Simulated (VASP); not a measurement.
# Tl (Im-3m) in VASP: notebook

The runs below take Tl through electric field gradients, with PBE.

Everything below comes from runs of VASP 6.6.1. Logs are shortened: lines on timing, memory, paths and dates and some standing lists are left out, and cuts for length are marked.

### 1 The cell of the first run

The structure is cubic, space group Im-3m (No. 229). Conventional cell: a = 3.914 Å, b = 3.914 Å, c = 3.914 Å, α = 90.00°, β = 90.00°, γ = 90.00°. Tl (site symmetry m-3m) has 14 Tl at 3.39 to 3.91 Å within 4.5 Å.

This isn't the form of Tl at room conditions, which is hcp.

### 2 Electric field gradients, PBE (29.98 Å³/atom)

Contents of INCAR:

```
PREC     = Accurate       # precision mode
ENCUT    = 520            # plane-wave cutoff, eV
EDIFF    = 1E-8           # SCF threshold, eV
ISMEAR   = -1             # smearing method
SIGMA    = 0.05           # smearing width, eV
LREAL    = False          # projectors in reciprocal space
LASPH    = True           # aspherical terms in the spheres
NELM     = 80             # most SCF steps
ALGO     = Normal         # electronic algorithm
ISIF     = 2              # what is computed and relaxed
LWAVE    = False          # write WAVECAR
LCHARG   = False          # write CHGCAR
GGA      = PE             # functional
LEFG     = True         
NBANDS   = 12             # bands
```

Contents of KPOINTS:

```
Automatic mesh
0
Gamma
  13 13 13
```

Contents of POSCAR:

```
Tl
1.0
   -1.9570420498      1.9570420498      1.9570420498
    1.9570420498     -1.9570420498      1.9570420498
    1.9570420498      1.9570420498     -1.9570420498
Tl
1
Direct
    0.0000000000      0.0000000000      0.0000000000
```

Potentials or basis: VASP PAW PBE potentials, release 64 (Tl_d).

Started as:

```sh
cat potpaw_PBE.64/Tl_d/POTCAR > POTCAR
mpirun -np 1 vasp_std > vasp.out
```

OUTCAR:

```text
PREC = Accurate
   ENCUT = 520
   EDIFF = 1E-8
   ISMEAR = -1
   LREAL = False
   LASPH = True
   NELM = 80
   ISIF = 2
   GGA = PE

 ion  position               nearest neighbor table
   1  0.000  0.000  0.000-

  LATTYP: Found a body centered cubic cell.
 ALAT       =     3.9140840996

  Lattice vectors:

 A1 = (  -1.9570420498,   1.9570420498,   1.9570420498)
 A2 = (   1.9570420498,  -1.9570420498,   1.9570420498)
 A3 = (   1.9570420498,   1.9570420498,  -1.9570420498)

Analysis of symmetry for initial positions (statically):
=====================================================================
 Subroutine PRICEL returns:
 Original cell was already a primitive cell.

 Routine SETGRP: Setting up the symmetry group for a
 body centered cubic supercell.

 Subroutine GETGRP returns: Found 48 space group operations
 (whereof 48 operations were pure point group operations)
 out of a pool of 48 trial point group operations.

The static configuration has the point symmetry O_h .

Analysis of symmetry for dynamics (positions and initial velocities):
=====================================================================
 Subroutine PRICEL returns:
 Original cell was already a primitive cell.

 Routine SETGRP: Setting up the symmetry group for a
 body centered cubic supercell.

 Subroutine GETGRP returns: Found 48 space group operations
 (whereof 48 operations were pure point group operations)
 out of a pool of 48 trial point group operations.

The dynamic configuration has the point symmetry O_h .

 Subroutine INISYM returns: Found 48 space group operations
 (whereof 48 operations are pure point group operations),
 and found     1 'primitive' translations

----------------------------------------------------------------------------------------

                                     Primitive cell

  volume of cell :      29.9820

  direct lattice vectors                    reciprocal lattice vectors
    -1.957042050  1.957042050  1.957042050     0.000000000  0.255487612  0.255487612
     1.957042050 -1.957042050  1.957042050     0.255487612  0.000000000  0.255487612
     1.957042050  1.957042050 -1.957042050     0.255487612  0.255487612  0.000000000

  length of vectors
     3.389696263  3.389696263  3.389696263     0.361314046  0.361314046  0.361314046

  position of ions in fractional coordinates (direct lattice)
     0.000000000  0.000000000  0.000000000

  ion indices of the primitive-cell ions
   primitive index   ion index
                 1           1

----------------------------------------------------------------------------------------

 KPOINTS: Automatic mesh

Automatic generation of k-mesh.
 Grid dimensions read from file:
 generate k-points for:   13   13   13

 Generating k-lattice:

  Cartesian coordinates                     Fractional coordinates (reciprocal lattice)
     0.000000000  0.019652893  0.019652893     0.076923077  0.000000000  0.000000000
     0.019652893  0.000000000  0.019652893     0.000000000  0.076923077  0.000000000
     0.019652893  0.019652893  0.000000000     0.000000000  0.000000000  0.076923077

  Length of vectors
     0.027793388  0.027793388  0.027793388

  Shift w.r.t. Gamma in fractional coordinates (k-lattice)
     0.000000000  0.000000000  0.000000000

 Subroutine IBZKPT returns following result:
 ===========================================

 Found     84 irreducible k-points:

 Following reciprocal coordinates:
            Coordinates               Weight
  0.000000  0.000000  0.000000      1.000000
  0.076923  0.000000  0.000000     12.000000
  0.153846  0.000000  0.000000     12.000000
  0.230769  0.000000  0.000000     12.000000
  0.307692  0.000000  0.000000     12.000000
  0.384615  0.000000  0.000000     12.000000
[... 16 lines left out ...]
  0.153846  0.076923  0.076923     24.000000
  0.230769  0.076923  0.076923     24.000000
 [... further k-points ...]
   k-points           NKPTS =     84   k-points in BZ     NKDIM =     84   number of bands    NBANDS=     12
   number of dos      NEDOS =    301   number of ions     NIONS =      1
   total plane-waves  NPLWV =  21952
   dimension x,y,z NGX =    28 NGY =   28 NGZ =   28
   dimension x,y,z NGXF=    56 NGYF=   56 NGZF=   56
   ions per type =               1
   NGX,Y,Z   is equivalent  to a cutoff of  13.73, 13.73, 13.73 a.u.
   NGXF,Y,Z  is equivalent  to a cutoff of  27.46, 27.46, 27.46 a.u.
 SYSTEM =  unknown system
   PREC   = accura    normal or accurate (medium, high low for compatibility)
   ISTART =      0    job   : 0-new  1-cont  2-samecut
   ICHARG =      2    charge: 1-file 2-atom 10-const
   ISPIN  =      1    spin polarized calculation?
   LNONCOLLINEAR =      F non collinear calculations
   LSORBIT =      F    spin-orbit coupling
   LASPH  =      T    aspherical Exc in radial PAW
   ENCUT  =  520.0 eV  38.22 Ry    6.18 a.u.   6.30  6.30  6.30*2*pi/ulx,y,z
   NELM   =     80;   NELMIN=  2; NELMDL= -5     # of ELM steps
   EDIFF  = 0.1E-07   stopping-criterion for ELM
   LREAL  =      F    real-space projection
   EDIFFG = 0.1E-06   stopping-criterion for IOM
   NSW    =      0    number of steps for IOM
   IBRION =     -1    ionic relax: 0-MD 1-quasi-New 2-CG
   NFREE  =      0    steps in history (QN), initial steepest desc. (CG)
   ISIF   =      2    stress and relaxation
   ISYM   =      2    0-nonsym 1-usesym 2-fastsym
   POTIM  = 0.5000    time-step for ionic-motion
   TEBEG  =    0.0;   TEEND  =   0.0 temperature during run
   PSTRESS=    0.0 pullay stress
   NELECT =      13.0000    total number of electrons
   NUPDOWN=      -1.0000    fix difference up-down
   EMIN   =  10.00;   EMAX   =-10.00  energy-range for DOS
   EFERMI =   0.00;   METHOD = LEGACY
   ISMEAR =    -1;   SIGMA  =   0.05  broadening in eV -4-tet -1-fermi 0-gaus
   EFERMI_NEDOS =   21; number of points for ismear=-14 and -15
   IALGO  =     38    algorithm
   IMIX   =      4    mixing-type and parameters
     AMIX     =   0.40;   BMIX     =  1.00
     AMIX_MAG =   1.60;   BMIX_MAG =  1.00
  volume/ion in A,a.u.               =      29.98       202.33
  Fermi-wavevector in a.u.,A,eV,Ry     =   1.239089  2.341538 20.889586  1.535341
  Thomas-Fermi vector in A             =   2.373587
   LORBIT       =      0    0 simple, 1 ext, 2 COOP (PROOUT), +10 PAW based schemes
   GGA     = PE    functional components
   LHFCALC =     F    Hartree Fock is set to
   AEXX    =    0.0000 exact exchange contribution
   IVDW    =     0    specifies the selected vdW correction
   LEPSILON=     F    determine dielectric tensor
   LRPA    =     F    only Hartree local field effects (RPA)
 non-spin polarized calculation
  energy-cutoff  :      520.00
  volume of cell :       29.98
 maximum number of plane-waves:       821
 NGX is ok and might be reduce to    28
   NGX = 13   NGY = 13   NGZ = 13

 number of electron      13.0000004 magnetization

 Free energy of the ion-electron system (eV)
  ---------------------------------------------------
  ext. energy  EPLUGINS =         0.00000000
  ---------------------------------------------------
  free energy    TOTEN  =        -2.21507162 eV

  energy without entropy =       -2.20925556  energy(sigma->0) =       -2.21216359

 E-fermi :   6.0729     XC(G=0):  -9.9581

 val. band max:        6.0661525509   @ k =  -0.3077   0.4615   0.0769
 cond. band min:       6.1004431751   @ k =   0.2308   0.2308   0.2308
 fundamental gap:      0.0342906242
 Fermi energy:         6.0729155487

 k-point     1 :       0.0000    0.0000    0.0000
  band No.  band energies     occupation
      1      -5.5230      2.00000
      2      -5.5230      2.00000
      3      -5.5230      2.00000
      4      -5.1382      2.00000
      5      -5.1382      2.00000
      6      -3.6381      2.00000
      7      16.4327      0.00000
      8      16.4327      0.00000
      9      16.4327      0.00000
     10      18.3207      0.00000
     11      18.3207      0.00000
     12      18.3207      0.00000

 k-point     2 :       0.0769    0.0000    0.0000
  band No.  band energies     occupation
      1      -5.5324      2.00000
      2      -5.5159      2.00000
      3      -5.4892      2.00000
      4      -5.1484      2.00000
      5      -5.1384      2.00000
      6      -3.5095      2.00000
      7      15.0860      0.00000
      8      15.9650      0.00000
      9      16.1673      0.00000
     10      17.7976      0.00000
     11      18.1865      0.00000
     12      18.2701      0.00000

 k-point     3 :       0.1538    0.0000    0.0000
  band No.  band energies     occupation
      1      -5.5583      2.00000
      2      -5.5062      2.00000
      3      -5.3938      2.00000
      4      -5.1728      2.00000
      5      -5.1388      2.00000
      6      -3.1163      2.00000
      7      12.6048      0.00000
      8      14.9405      0.00000
      9      15.4541      0.00000
     10      17.1246      0.00000
     11      17.8917      0.00000
     12      18.5073      0.00000
[... 286 lines left out ...]
 k-point    23 :       0.1538    0.0769    0.0769
  band No.  band energies     occupation
      1      -5.5816      2.00000
      2      -5.5373      2.00000
      3      -5.2382      2.00000
      4      -5.1749      2.00000
      5      -5.1490      2.00000
      6      -2.1770      2.00000
      7       9.7882      0.00000
      8      12.3767      0.00000
      9      13.0725      0.00000
     10      18.7517      0.00000
     11      19.1800      0.00000
     12      19.4919      0.00000

 k-point    24 :       0.2308    0.0769    0.0769
  band No.  band energies     occupation
      1      -5.6173      2.00000
      2      -5.5461      2.00000
      3      -5.1839      2.00000
      4      -5.1425      2.00000
      5      -5.1249      2.00000
      6      -1.2556      2.00000
      7       7.6762      0.00000
      8      11.2739      0.00000
      9      12.3970      0.00000
     10      18.4030      0.00000
     11      19.0380      0.00000
     12      20.4544      0.00000

 [... further k-points ...]

------------------------ aborting loop because EDIFF is reached ----------------------------------------

  FORCE on cell =-STRESS in cart. coord.  units (eV):
  Direction    XX          YY          ZZ          XY          YZ          ZX
  --------------------------------------------------------------------------------------
  -------------------------------------------------------------------------------------
  Total        0.2527971      0.2527971      0.2527971      0.0000000     -0.0000000      0.0000000
  in kB       13.5089667     13.5089667     13.5089667      0.0000000     -0.0000000      0.0000000
  external PRESSURE =      13.5089667 kB  Pullay stress =       0.0000000 kB

 VOLUME and BASIS-vectors are now :
 -----------------------------------------------------------------------------
  energy-cutoff  :      520.00
  volume of cell :       29.98
      direct lattice vectors                 reciprocal lattice vectors
    -1.957042050  1.957042050  1.957042050     0.000000000  0.255487612  0.255487612
     1.957042050 -1.957042050  1.957042050     0.255487612  0.000000000  0.255487612
     1.957042050  1.957042050 -1.957042050     0.255487612  0.255487612  0.000000000

 POSITION                                       TOTAL-FORCE (eV/Angst)
 -----------------------------------------------------------------------------------
      0.00000      0.00000      0.00000         0.000000      0.000000      0.000000
 -----------------------------------------------------------------------------------
    total drift:                                0.000000     -0.000000     -0.000000

  FREE ENERGIE OF THE ION-ELECTRON SYSTEM (eV)
  ---------------------------------------------------
  free  energy   TOTEN  =        -2.2150716159 eV

  energy  without entropy=       -2.2092555566  energy(sigma->0) =       -2.21216359

 Electric field gradients (V/A^2)
---------------------------------------------------------------------
 ion       V_xx      V_yy      V_zz      V_xy      V_xz      V_yz
---------------------------------------------------------------------
   1      -0.000    -0.000     0.000     0.000     0.000     0.000
---------------------------------------------------------------------

 Electric field gradients after diagonalization (V/A^2)
 (convention: |V_zz| > |V_xx| > |V_yy|)
----------------------------------------------------------------------
 ion       V_xx      V_yy      V_zz     asymmetry (V_yy - V_xx)/ V_zz
----------------------------------------------------------------------
   1      -0.000    -0.000     0.000       0.000
----------------------------------------------------------------------

           NMR quadrupolar parameters

 Cq : quadrupolar parameter    Cq=e*Q*V_zz/h
 eta: asymmetry parameters     (V_yy - V_xx)/ V_zz
 Q  : nuclear electric quadrupole moment in mb (millibarn)
----------------------------------------------------------------------
 ion       Cq(MHz)       eta       Q (mb)
----------------------------------------------------------------------
   1       0.000       0.000       1.000
----------------------------------------------------------------------
```

Run time: 45 s. Hardware: 1 thread of Intel Xeon 8259CL, shared host; peak memory 0.17 GiB.

What came out:

| Quantity | Value |
| --- | --- |
| Free energy | -2.2151 eV |
| Pressure | 1.4 GPa |
| Band gap on the k mesh | zero (an odd number of electrons rules out a gap without spin polarisation) |
| Largest electric field gradient by atom | under 0.05 V/Å² on every atom |

Caveat: spin-orbit coupling is left out, which moves the levels of the heavy elements.

### 3 Electric field gradients, PBE (30.71 Å³/atom)

This run uses another cell than the first one, of 30.71 Å³/atom.

Contents of INCAR:

```
SYSTEM = Tl
PREC     = Accurate       ! precision mode
ENCUT    = 520            ! plane-wave cutoff, eV
EDIFF    = 1E-8           ! SCF threshold, eV
ISMEAR   = -1             ! smearing method
SIGMA    = 0.05           ! smearing width, eV
LREAL    = .False.        ! projectors in reciprocal space
LASPH    = .True.         ! aspherical terms in the spheres
NELM     = 60             ! most SCF steps
ALGO     = Normal         ! electronic algorithm
ISIF     = 2              ! what is computed and relaxed
LWAVE    = .False.        ! write WAVECAR
LCHARG   = .False.        ! write CHGCAR
GGA      = PE             ! functional
LEFG     = .True.       
NBANDS   = 12             ! bands
```

Contents of KPOINTS:

```
Automatic mesh
0
Gamma
  13 13 13
  0 0 0
```

Contents of POSCAR:

```
Tl
1.0
   -1.9728253286      1.9728253286      1.9728253286
    1.9728253286     -1.9728253286      1.9728253286
    1.9728253286      1.9728253286     -1.9728253286
Tl
1
Direct
    0.0000000000      0.0000000000      0.0000000000
```

Potentials or basis: VASP PAW PBE potentials, release 64 (Tl_d).

Started as:

```sh
cat potpaw_PBE.64/Tl_d/POTCAR > POTCAR
mpirun -np 1 vasp_std > vasp.out
```

OUTCAR:

```text
SYSTEM = Tl
   PREC = Accurate
   ENCUT = 520
   EDIFF = 1E-8
   ISMEAR = -1
   LREAL = .False.
   LASPH = .True.
   NELM = 60
   ISIF = 2
   GGA = PE

 ion  position               nearest neighbor table
   1  0.000  0.000  0.000-

  LATTYP: Found a body centered cubic cell.
 ALAT       =     3.9456506572

  Lattice vectors:

 A1 = (  -1.9728253286,   1.9728253286,   1.9728253286)
 A2 = (   1.9728253286,  -1.9728253286,   1.9728253286)
 A3 = (   1.9728253286,   1.9728253286,  -1.9728253286)

Analysis of symmetry for initial positions (statically):
=====================================================================
 Subroutine PRICEL returns:
 Original cell was already a primitive cell.

 Routine SETGRP: Setting up the symmetry group for a
 body centered cubic supercell.

 Subroutine GETGRP returns: Found 48 space group operations
 (whereof 48 operations were pure point group operations)
[... 540 lines left out ...]

 VOLUME and BASIS-vectors are now :
 -----------------------------------------------------------------------------
  energy-cutoff  :      520.00
  volume of cell :       30.71
      direct lattice vectors                 reciprocal lattice vectors
    -1.972825329  1.972825329  1.972825329     0.000000000  0.253443624  0.253443624
     1.972825329 -1.972825329  1.972825329     0.253443624  0.000000000  0.253443624
     1.972825329  1.972825329 -1.972825329     0.253443624  0.253443624  0.000000000

 POSITION                                       TOTAL-FORCE (eV/Angst)
 -----------------------------------------------------------------------------------
      0.00000      0.00000      0.00000         0.000000     -0.000000     -0.000000
 -----------------------------------------------------------------------------------
    total drift:                               -0.000000     -0.000000     -0.000000

  FREE ENERGIE OF THE ION-ELECTRON SYSTEM (eV)
  ---------------------------------------------------
  free  energy   TOTEN  =        -2.2198371799 eV

  energy  without entropy=       -2.2139202343  energy(sigma->0) =       -2.21687871

 Electric field gradients (V/A^2)
---------------------------------------------------------------------
 ion       V_xx      V_yy      V_zz      V_xy      V_xz      V_yz
---------------------------------------------------------------------
   1      -0.000    -0.000    -0.000    -0.000    -0.000    -0.000
---------------------------------------------------------------------

 Electric field gradients after diagonalization (V/A^2)
 (convention: |V_zz| > |V_xx| > |V_yy|)
----------------------------------------------------------------------
 ion       V_xx      V_yy      V_zz     asymmetry (V_yy - V_xx)/ V_zz
----------------------------------------------------------------------
   1       0.000     0.000    -0.000       0.000
----------------------------------------------------------------------

           NMR quadrupolar parameters

 Cq : quadrupolar parameter    Cq=e*Q*V_zz/h
 eta: asymmetry parameters     (V_yy - V_xx)/ V_zz
 Q  : nuclear electric quadrupole moment in mb (millibarn)
----------------------------------------------------------------------
 ion       Cq(MHz)       eta       Q (mb)
----------------------------------------------------------------------
   1      -0.000       0.000       1.000
----------------------------------------------------------------------
```

OSZICAR:

```text
N       E                     dE             d eps       ncg     rms          rms(c)
DAV:   1     0.512078369733E+02    0.51208E+02   -0.66050E+03  2112   0.933E+02
DAV:   2    -0.160854838226E+01   -0.52816E+02   -0.51794E+02  2300   0.213E+02
DAV:   3    -0.223934183501E+01   -0.63079E+00   -0.63009E+00  2376   0.209E+01
DAV:   4    -0.224241685874E+01   -0.30750E-02   -0.30748E-02  2320   0.169E+00
DAV:   5    -0.224245677509E+01   -0.39916E-04   -0.39916E-04  2344   0.185E-01    0.175E+00
DAV:   6    -0.222324583519E+01    0.19211E-01   -0.31199E-02  2224   0.163E+00    0.126E+00
DAV:   7    -0.221998258225E+01    0.32633E-02   -0.10286E-02  2252   0.923E-01    0.549E-01
DAV:   8    -0.221983119471E+01    0.15139E-03   -0.40085E-04  2256   0.190E-01    0.296E-02
DAV:   9    -0.221983479423E+01   -0.35995E-05   -0.42460E-06  2284   0.200E-02    0.994E-03
DAV:  10    -0.221983717282E+01   -0.23786E-05   -0.20245E-06  2272   0.133E-02    0.682E-04
DAV:  11    -0.221983717987E+01   -0.70527E-08   -0.43988E-08  2280   0.146E-03
   1 F= -.22198372E+01 E0= -.22168787E+01  d E =-.591695E-02
```

Run time: 38 s. Hardware: 1 thread of Intel Xeon 8259CL, shared host; peak memory 0.17 GiB.

Results:

- Free energy: -2.2198 eV
- Pressure: 0.6 GPa
- Band gap on the k mesh: zero (an odd number of electrons rules out a gap without spin polarisation)
- Largest electric field gradient by atom: under 0.05 V/Å² on every atom

Caveat: spin-orbit coupling is left out, which moves the levels of the heavy elements.

The gap in the log of VASP goes by the Fermi energy; the results here count the filled bands.